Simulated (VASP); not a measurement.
Crystal: Te2Pt.

```
CELL_PARAMETERS angstrom
4.04697 0.00000 0.00000
-2.02348 3.50477 0.00000
0.00000 0.00000 5.47844
ATOMIC_POSITIONS crystal
Te 0.66667 0.33333 0.75086
Te 0.33333 0.66667 0.24914
Pt 0.00000 0.00000 0.00000
```

* Program: VASP 6.6.1
* Task: relaxation of cell and atoms
* Functional: PBE
* Dispersion: D3(BJ)
* Potentials or basis: VASP PAW PBE potentials, release 64 (Te, Pt)
* Cutoff: 500 eV
* k mesh: 15 × 15 × 8
* Occupations: gaussian, width 0.1 eV
* Spin: no spin polarisation

At the start: pressure -1.7 GPa; volume 25.90 Å³/atom.

Question: Where does the relaxation end?

Answer: Over 9 steps the energy falls by 26.4 meV/atom and the volume is 24.10 Å³/atom (-7.0 %); space group P-3m1 (No. 164, to 0.05 Å).

Step by step:
| step | energy change (eV) | largest force (eV/Å) | pressure (GPa) | volume (Å³) |
| --- | --- | --- | --- | --- |
| 1 | 0.0000 | 0.2065 | -1.75 | 77.70 |
| 2 | -0.0144 | 0.5707 | 1.77 | 74.57 |
| 3 | -0.0163 | 0.4759 | 0.82 | 75.35 |
| 4 | -0.0361 | 0.4156 | 0.78 | 74.58 |
| 5 | -0.0737 | 0.2056 | 1.03 | 72.24 |
| 6 | -0.0753 | 0.0723 | 1.35 | 71.18 |
| 7 | -0.0762 | 0.1235 | 1.23 | 71.55 |
| 8 | -0.0721 | 0.1559 | -1.77 | 73.45 |
| 9 | -0.0792 | 0.0096 | 0.00 | 72.29 |

Final structure:
```
Te Pt
1.0
     4.05077    0.00000    0.00000
    -2.02538    3.50807    0.00000
     0.00000    0.00000    5.08721
Te Pt
2 1
Direct
  0.66667 0.33333 0.73307
  0.33333 0.66667 0.26693
  0.00000 0.00000 0.00000
```

Caveat: pairwise dispersion overbinds metals, which lowers pressure and volume.
